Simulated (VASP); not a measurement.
A run of VASP 6.6.1 is set up as follows.

File POSCAR:

```
AlNi
1.0
    1.9386940000     -1.9531901500      0.0000000000
    1.9386940000      1.9531901500      0.0000000000
    0.0000000000      0.0000000000      3.0994300413
Al Ni
1 1
Direct
    0.0000000000      0.0000000000      0.0000000000
    0.4742094420      0.4742094420      0.5000000000
```

Contents of INCAR.step1:

```
SYSTEM = AlNi
ALGO = Normal ; EDIFF = 1E-4
ENCUT = 520 ; GGA = PE
ISMEAR = 0 ; LASPH = .True.
LCHARG = .False. ; LREAL = .False.
LWAVE = .True. ; NBANDS = 14
NELM = 80 ; PREC = Accurate
SIGMA = 0.15
```

INCAR.step2

```
SYSTEM = AlNi
ALGO = Normal ; EDIFF = 1E-7
ENCUT = 520 ; ISIF = 2
ISMEAR = 0 ; ISTART = 1
LASPH = .True. ; LCHARG = .False.
LMIXTAU = .True. ; LREAL = .False.
LWAVE = .False. ; METAGGA = R2SCAN
NBANDS = 14 ; NELM = 80
PREC = Accurate ; SIGMA = 0.15
```

KPOINTS

```
k-points
0
Gamma
  18 18 16
  0 0 0
```

Potentials or basis: VASP PAW PBE potentials, release 64 (Al, Ni).

Run with:

```console
$ cat potpaw_PBE.64/Al/POTCAR potpaw_PBE.64/Ni/POTCAR > POTCAR
$ cp INCAR.step1 INCAR
$ mpirun -np 1 vasp_std > vasp.out
$ cp INCAR.step2 INCAR
$ mpirun -np 1 vasp_std > vasp.out
```

(1) What does it give for the pressure?

(2) What does it give for the largest force?

## Answers

(1) 1.1 GPa.

(2) 0.632 eV/Å.

Caveat: the cell differs from its parent crystal (all Ni atoms moved -0.100 Å, as atom 2 along Cartesian [1 0 0]); the PAW data sets were made with another functional, which shifts forces and pressure a little.
